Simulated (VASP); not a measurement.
# Nb (I4/mmm) in VASP: notebook

Nb is run at these levels: PBEsol; tasks: single point.

Program: VASP 6.6.1. These are calculated values, not measurements. Logs are shortened: lines on timing, memory, paths and dates and some standing lists are left out, and cuts for length are marked.

## 1. The cell of the first run

The structure is tetragonal, space group I4/mmm (No. 139). Conventional cell: a = 3.328 Å, b = 3.328 Å, c = 3.228 Å, α = 90.00°, β = 90.00°, γ = 90.00°. Within 3.8 Å of Nb (site symmetry 4/mmm) lie 14 Nb at 2.85 to 3.33 Å.

## 2. Single point, PBEsol (strain +0.000 along x and y, -0.030 along z)

Input file INCAR:

```
PREC = Accurate
ENCUT = 520
EDIFF = 1E-6
ISMEAR = 0
SIGMA = 0.15
LREAL = False
LASPH = True
NELM = 80
ALGO = Fast
ISIF = 2
LWAVE = False
LCHARG = False
GGA = PS
NBANDS = 12
```

Input file KPOINTS:

```
Automatic mesh
0
Gamma
  20 20 20
```

Input file POSCAR:

```
Nb
1.0
   -1.6639500000      1.6639500000      1.6140315000
    1.6639500000     -1.6639500000      1.6140315000
    1.6639500000      1.6639500000     -1.6140315000
Nb
1
Direct
    0.0000000000      0.0000000000      0.0000000000
```

Potentials or basis: VASP PAW PBE potentials, release 64 (Nb_sv).

Command:

```console
> cat potpaw_PBE.64/Nb_sv/POTCAR > POTCAR
> mpirun -np 1 vasp_std > vasp.out
```

OUTCAR:

```text
PREC = Accurate
   ENCUT = 520
   EDIFF = 1E-6
   ISMEAR = 0
   LREAL = False
   LASPH = True
   NELM = 80
   ISIF = 2
   GGA = PS

 ion  position               nearest neighbor table
   1  0.000  0.000  0.000-

  LATTYP: Found a body centered tetragonal cell.
 ALAT       =     3.3279000000
 C/A-ratio  =     0.9700000000

  Lattice vectors:

 A1 = (  -1.6639500000,   1.6639500000,   1.6140315000)
 A2 = (   1.6639500000,  -1.6639500000,   1.6140315000)
 A3 = (   1.6639500000,   1.6639500000,  -1.6140315000)

Analysis of symmetry for initial positions (statically):
=====================================================================
 Subroutine PRICEL returns:
 Original cell was already a primitive cell.

 Routine SETGRP: Setting up the symmetry group for a
 body centered tetragonal supercell.

 Subroutine GETGRP returns: Found 16 space group operations
 (whereof 16 operations were pure point group operations)
 out of a pool of 16 trial point group operations.

The static configuration has the point symmetry D_4h.

Analysis of symmetry for dynamics (positions and initial velocities):
=====================================================================
 Subroutine PRICEL returns:
 Original cell was already a primitive cell.

 Routine SETGRP: Setting up the symmetry group for a
 body centered tetragonal supercell.

 Subroutine GETGRP returns: Found 16 space group operations
 (whereof 16 operations were pure point group operations)
 out of a pool of 16 trial point group operations.

The dynamic configuration has the point symmetry D_4h.

 Subroutine INISYM returns: Found 16 space group operations
 (whereof 16 operations are pure point group operations),
 and found     1 'primitive' translations

----------------------------------------------------------------------------------------

                                     Primitive cell

  volume of cell :      17.8753

  direct lattice vectors                    reciprocal lattice vectors
    -1.663950000  1.663950000  1.614031500     0.000000000  0.300489798  0.309783297
     1.663950000 -1.663950000  1.614031500     0.300489798  0.000000000  0.309783297
     1.663950000  1.663950000 -1.614031500     0.300489798  0.300489798  0.000000000

  length of vectors
     2.853516583  2.853516583  2.853516583     0.431578278  0.431578278  0.424956748

  position of ions in fractional coordinates (direct lattice)
     0.000000000  0.000000000  0.000000000

  ion indices of the primitive-cell ions
   primitive index   ion index
                 1           1

----------------------------------------------------------------------------------------

 KPOINTS: Automatic mesh

Automatic generation of k-mesh.
 Grid dimensions read from file:
 generate k-points for:   20   20   20

 Generating k-lattice:

  Cartesian coordinates                     Fractional coordinates (reciprocal lattice)
     0.000000000  0.015024490  0.015489165     0.050000000  0.000000000 -0.000000000
     0.015024490  0.000000000  0.015489165     0.000000000  0.050000000 -0.000000000
     0.015024490  0.015024490  0.000000000     0.000000000  0.000000000  0.050000000

  Length of vectors
     0.021578914  0.021578914  0.021247837

  Shift w.r.t. Gamma in fractional coordinates (k-lattice)
     0.000000000  0.000000000  0.000000000

 Subroutine IBZKPT returns following result:
 ===========================================

 Found    641 irreducible k-points:

 Following reciprocal coordinates:
            Coordinates               Weight
  0.000000  0.000000  0.000000      1.000000
  0.050000 -0.000000  0.000000      8.000000
  0.100000  0.000000  0.000000      8.000000
  0.150000  0.000000 -0.000000      8.000000
  0.200000  0.000000  0.000000      8.000000
  0.250000  0.000000  0.000000      8.000000
[... 16 lines left out ...]
 -0.400000  0.050000 -0.000000     16.000000
 -0.350000  0.050000 -0.000000     16.000000
 [... further k-points ...]
   k-points           NKPTS =    641   k-points in BZ     NKDIM =    641   number of bands    NBANDS=     12
   number of dos      NEDOS =    301   number of ions     NIONS =      1
   total plane-waves  NPLWV =  13824
   dimension x,y,z NGX =    24 NGY =   24 NGZ =   24
   dimension x,y,z NGXF=    48 NGYF=   48 NGZF=   48
   ions per type =               1
   NGX,Y,Z   is equivalent  to a cutoff of  13.98, 13.98, 13.98 a.u.
   NGXF,Y,Z  is equivalent  to a cutoff of  27.96, 27.96, 27.96 a.u.
 SYSTEM =  unknown system
   PREC   = accura    normal or accurate (medium, high low for compatibility)
   ISTART =      0    job   : 0-new  1-cont  2-samecut
   ICHARG =      2    charge: 1-file 2-atom 10-const
   ISPIN  =      1    spin polarized calculation?
   LNONCOLLINEAR =      F non collinear calculations
   LSORBIT =      F    spin-orbit coupling
   LASPH  =      T    aspherical Exc in radial PAW
   ENCUT  =  520.0 eV  38.22 Ry    6.18 a.u.   5.31  5.31  5.31*2*pi/ulx,y,z
   NELM   =     80;   NELMIN=  2; NELMDL= -5     # of ELM steps
   EDIFF  = 0.1E-05   stopping-criterion for ELM
   LREAL  =      F    real-space projection
   EDIFFG = 0.1E-04   stopping-criterion for IOM
   NSW    =      0    number of steps for IOM
   IBRION =     -1    ionic relax: 0-MD 1-quasi-New 2-CG
   NFREE  =      0    steps in history (QN), initial steepest desc. (CG)
   ISIF   =      2    stress and relaxation
   ISYM   =      2    0-nonsym 1-usesym 2-fastsym
   POTIM  = 0.5000    time-step for ionic-motion
   TEBEG  =    0.0;   TEEND  =   0.0 temperature during run
   PSTRESS=    0.0 pullay stress
   NELECT =      13.0000    total number of electrons
   NUPDOWN=      -1.0000    fix difference up-down
   EMIN   =  10.00;   EMAX   =-10.00  energy-range for DOS
   EFERMI =   0.00;   METHOD = LEGACY
   ISMEAR =     0;   SIGMA  =   0.15  broadening in eV -4-tet -1-fermi 0-gaus
   EFERMI_NEDOS =   21; number of points for ismear=-14 and -15
   IALGO  =     68    algorithm
   IMIX   =      4    mixing-type and parameters
     AMIX     =   0.40;   BMIX     =  1.00
     AMIX_MAG =   1.60;   BMIX_MAG =  1.00
  volume/ion in A,a.u.               =      17.88       120.63
  Fermi-wavevector in a.u.,A,eV,Ry     =   1.472217  2.782086 29.489571  2.167422
  Thomas-Fermi vector in A             =   2.587258
   LORBIT       =      0    0 simple, 1 ext, 2 COOP (PROOUT), +10 PAW based schemes
   GGA     = PS    functional components
   LHFCALC =     F    Hartree Fock is set to
   AEXX    =    0.0000 exact exchange contribution
   IVDW    =     0    specifies the selected vdW correction
   LEPSILON=     F    determine dielectric tensor
   LRPA    =     F    only Hartree local field effects (RPA)
 non-spin polarized calculation
 RMM-DIIS sequential band-by-band and
 Gauss-broadening in eV      SIGMA  =   0.15
  energy-cutoff  :      520.00
  volume of cell :       17.88
 maximum number of plane-waves:       492
 NGX is ok and might be reduce to    24
   NGX = 11   NGY = 11   NGZ = 11

 number of electron      13.0000000 magnetization

 Free energy of the ion-electron system (eV)
  ---------------------------------------------------
  ext. energy  EPLUGINS =         0.00000000
  ---------------------------------------------------
  free energy    TOTEN  =       -10.95251864 eV

  energy without entropy =      -10.93576572  energy(sigma->0) =      -10.94414218

 E-fermi :  11.1588     XC(G=0): -12.6684

 val. band max:       11.1564905147   @ k =  -0.0500   0.3000   0.0500
 cond. band min:      11.1599637131   @ k =  -0.1000   0.1500   0.0500
 fundamental gap:      0.0034731984
 Fermi energy:        11.1588181831

 k-point     1 :       0.0000    0.0000    0.0000
  band No.  band energies     occupation
      1     -43.1055      2.00000
      2     -18.4048      2.00000
      3     -18.4048      2.00000
      4     -18.4033      2.00000
      5       5.1636      2.00000
      6      11.2926      0.20723
      7      11.6408      0.00001
      8      11.6408      0.00001
      9      14.2044      0.00000
     10      14.6797      0.00000
     11      25.2130      0.00000
     12      25.2317      0.00000

 k-point     2 :       0.0500   -0.0000    0.0000
  band No.  band energies     occupation
      1     -43.0993      2.00000
      2     -18.4412      2.00000
      3     -18.4163      2.00000
      4     -18.4047      2.00000
      5       5.2701      2.00000
      6      11.2947      0.20020
      7      11.6219      0.00001
      8      11.6714      0.00000
      9      14.1830      0.00000
     10      14.6003      0.00000
     11      25.3817      0.00000
     12      25.3996      0.00000

 k-point     3 :       0.1000    0.0000    0.0000
  band No.  band energies     occupation
      1     -43.0813      2.00000
      2     -18.5480      2.00000
      3     -18.4495      2.00000
      4     -18.4067      2.00000
      5       5.5780      2.00000
      6      11.1741      0.88560
      7      11.5483      0.00024
      8      11.9005      0.00000
      9      14.0957      0.00000
     10      14.4666      0.00000
     11      25.7293      0.00000
     12      25.9431      0.00000
[... 286 lines left out ...]
 k-point    23 :      -0.4000    0.0500   -0.0000
  band No.  band energies     occupation
      1     -42.8841      2.00000
      2     -19.6045      2.00000
      3     -18.7995      2.00000
      4     -18.4404      2.00000
      5       7.6015      2.00000
      6       9.6222      2.00000
      7      12.0325      0.00000
      8      14.4927      0.00000
      9      15.0220      0.00000
     10      16.3715      0.00000
     11      23.7176      0.00000
     12      25.0100      0.00000

 k-point    24 :      -0.3500    0.0500   -0.0000
  band No.  band energies     occupation
      1     -42.9170      2.00000
      2     -19.4400      2.00000
      3     -18.7414      2.00000
      4     -18.4361      2.00000
      5       7.6120      2.00000
      6       9.8463      2.00000
      7      11.3860      0.03217
      8      14.2841      0.00000
      9      14.8378      0.00000
     10      15.4109      0.00000
     11      24.4530      0.00000
     12      26.1057      0.00000

 [... further k-points ...]
[... 5 lines left out ...]
  --------------------------------------------------------------------------------------
  -------------------------------------------------------------------------------------
  Total       -0.5585426     -0.5585426     -0.1948202      0.0000000      0.0000000      0.0000000
  in kB      -50.0627071    -50.0627071    -17.4619187      0.0000000      0.0000000      0.0000000
  external PRESSURE =     -39.1957776 kB  Pullay stress =       0.0000000 kB

 VOLUME and BASIS-vectors are now :
 -----------------------------------------------------------------------------
  energy-cutoff  :      520.00
  volume of cell :       17.88
      direct lattice vectors                 reciprocal lattice vectors
    -1.663950000  1.663950000  1.614031500     0.000000000  0.300489798  0.309783297
     1.663950000 -1.663950000  1.614031500     0.300489798  0.000000000  0.309783297
     1.663950000  1.663950000 -1.614031500     0.300489798  0.300489798  0.000000000

 POSITION                                       TOTAL-FORCE (eV/Angst)
 -----------------------------------------------------------------------------------
      0.00000      0.00000      0.00000         0.000000     -0.000000      0.000000
 -----------------------------------------------------------------------------------
    total drift:                               -0.000000      0.000000      0.000000

  FREE ENERGIE OF THE ION-ELECTRON SYSTEM (eV)
  ---------------------------------------------------
  free  energy   TOTEN  =       -10.9525186431 eV

  energy  without entropy=      -10.9357657188  energy(sigma->0) =      -10.94414218
```

It took 2.8 min on 1 thread of Intel Xeon 6975P-C, shared host; peak memory 0.25 GiB.

Results:

- Free energy: -10.9525 eV
- Pressure: -3.9 GPa

Caveat: the cell differs from its parent crystal (strain +0.000 along x and y, -0.030 along z); the PAW data sets were made with another functional, which shifts forces and pressure a little.

## 3. Single point, PBEsol (strain -0.015 along x and y, +0.000 along z)

Input file INCAR:

```
PREC = Accurate ; ENCUT = 520
EDIFF = 1E-6 ; ISMEAR = 0
SIGMA = 0.15 ; LREAL = False
LASPH = True ; NELM = 80
ALGO = Fast ; ISIF = 2
LWAVE = False ; LCHARG = True
GGA = PS ; LELF = True
LVHAR = True ; NBANDS = 12
```

KPOINTS is that of step 2.

Input file POSCAR:

```
Nb
1.0
   -1.6389907500      1.6389907500      1.6639500000
    1.6389907500     -1.6389907500      1.6639500000
    1.6389907500      1.6389907500     -1.6639500000
Nb
1
Direct
    0.0000000000      0.0000000000      0.0000000000
```

Potentials or basis: VASP PAW PBE potentials, release 64 (Nb_sv).

Command:

```console
> cat potpaw_PBE.64/Nb_sv/POTCAR > POTCAR
> mpirun -np 1 vasp_std > vasp.out
```

Wall time 2.6 min (1 thread of Intel Xeon 6975P-C, shared host); peak memory 0.25 GiB.

It converged, with:

* Free energy: -10.9552 eV
* Pressure: -4.0 GPa

Stress tensor (GPa, compression positive):
```
-3.39  0.00  0.00
 0.00 -3.39  0.00
 0.00  0.00 -5.22
```

Levels at points of the mesh, in eV from the Fermi level:
| k point | band 3 | band 4 | band 5 | band 6 | band 7 | band 8 | band 9 | band 10 |
| --- | --- | --- | --- | --- | --- | --- | --- | --- |
| (0.00, 0.00, 0.00) | -29.56 | -29.56 | -6.00 | 0.30 | 0.30 | 0.47 | 3.18 | 3.40 |
| (0.50, 0.00, 0.00) | -30.00 | -29.57 | -3.77 | -1.63 | 2.27 | 3.24 | 4.00 | 6.45 |
| (0.50, 0.50, 0.00) | -30.02 | -29.59 | -3.79 | -1.81 | 2.38 | 3.48 | 4.10 | 6.49 |
| (0.50, 0.50, 0.50) | -30.51 | -30.51 | -3.81 | -3.77 | 5.65 | 5.70 | 5.70 | 8.86 |

Caveat: the cell differs from its parent crystal (strain -0.015 along x and y, +0.000 along z); the PAW data sets were made with another functional, which shifts forces and pressure a little.
